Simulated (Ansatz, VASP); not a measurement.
## One calculation of IrRu2, two programs

```xyz
6
Lattice="2.7600 0.0000 0.0000 -1.3800 2.3902 0.0000 0.0000 0.0000 12.7953" Properties=species:S:1:pos:R:3 pbc="T T T"
Ru    0.0000    1.5935   11.7579
Ru    0.0000    1.5935    7.4350
Ru    1.3800    0.7967    1.0374
Ru    1.3800    0.7967    5.3602
Ir    0.0000    1.5935    3.1988
Ir    1.3800    0.7967    9.5964
```

Alike in both runs: functional PBE; k mesh 6 × 6 × 2; occupations gaussian, width 0.1 eV; no spin polarisation.

Ansatz relaxed the structure, and its values are those at the end. VASP's run is a single point on that final structure, the one shown.

|  | VASP | Ansatz |
| --- | --- | --- |
| version | VASP 6.6.1 | Ansatz 0.2.0 |
| potentials or method | VASP PAW PBE potentials, release 64 (Ru_pv, Ir), cutoff 520 eV | scalar-relativistic, plane waves, PAW |
| valence electrons in the cell | 74 | 98 |

Ansatz gave:

| Property | Result |
| --- | --- |
| gap on the k mesh at the Fermi level (eV) | none |
| pressure (GPa) | -0.1 |
| rms of the force components (eV/Å) | 0.011 |

Q: Estimate VASP's values.

A: gap on the k mesh at the Fermi level (eV): none; pressure (GPa): 0.0; rms of the force components (eV/Å): 0.002.

A gap of «none» marks a metal or a gap that the smearing closes. The functional is the same, so the differences come from potentials, cutoffs and numerics. VASP's potentials hold 74 valence electrons a cell and Ansatz's 98, so a difference there can come from the potentials and not from the codes.

The k mesh is coarse, so the values compare programs but aren't converged. Neither program's run includes spin-orbit coupling.
